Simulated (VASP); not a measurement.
Input of a VASP 6.6.1 run:

File POSCAR:

```
Co
1.0
    2.4715232260      0.0000000000      0.0000000000
   -1.2357616130      2.1404018997      0.0000000000
    0.0000000000      0.0000000000      4.0271144694
Co
2
Direct
    0.3333333333      0.6666666667      0.2500000000
    0.6666666667      0.3333333333      0.7500000000
```

INCAR.step1

```
SYSTEM = Co
PREC = Accurate
ENCUT = 520
ISMEAR = -1
SIGMA = 0.01
LREAL = .FALSE.
LASPH = .TRUE.
NELM = 150
ISPIN = 2
MAGMOM = 1.891 1.891
LMAXMIX = 4
NBANDS = 20
GGA = PE
ALGO = Normal
EDIFF = 1E-4
LWAVE = .TRUE.
LCHARG = .FALSE.
```

The input INCAR.step2:

```
SYSTEM = Co
PREC = Accurate
ENCUT = 520
EDIFF = 1E-7
ISMEAR = -1
SIGMA = 0.01
LREAL = .FALSE.
LASPH = .TRUE.
NELM = 150
ALGO = Normal
ISIF = 2
LWAVE = .FALSE.
LCHARG = .FALSE.
ISPIN = 2
MAGMOM = 1.891 1.891
LORBIT = 11
LMAXMIX = 4
METAGGA = R2SCAN
LMIXTAU = .TRUE.
NBANDS = 20
ISTART = 1
```

The input KPOINTS:

```
Automatic mesh
0
G
  15 15 8
  0 0 0
```

Potentials or basis: VASP PAW PBE potentials, release 64 (Co).

Command:

```sh
$ cat potpaw_PBE.64/Co/POTCAR > POTCAR
$ cp INCAR.step1 INCAR
$ mpirun -np 1 vasp_std > vasp.out
$ cp INCAR.step2 INCAR
$ mpirun -np 1 vasp_std > vasp.out
```

**Question.** What does it give for the net moment?

**Answer.** 3.37 μB per cell.

**Question.** Estimate the site moments.

**Answer.** Co +1.75 μB.

**Question.** Predict the pressure.

**Answer.** -1.8 GPa.

Stress tensor (GPa, compression positive):
```
-1.94  0.00  0.00
 0.00 -1.94  0.00
 0.00  0.00 -1.64
```

Caveat: the PAW data sets were made with another functional, which shifts forces and pressure a little.
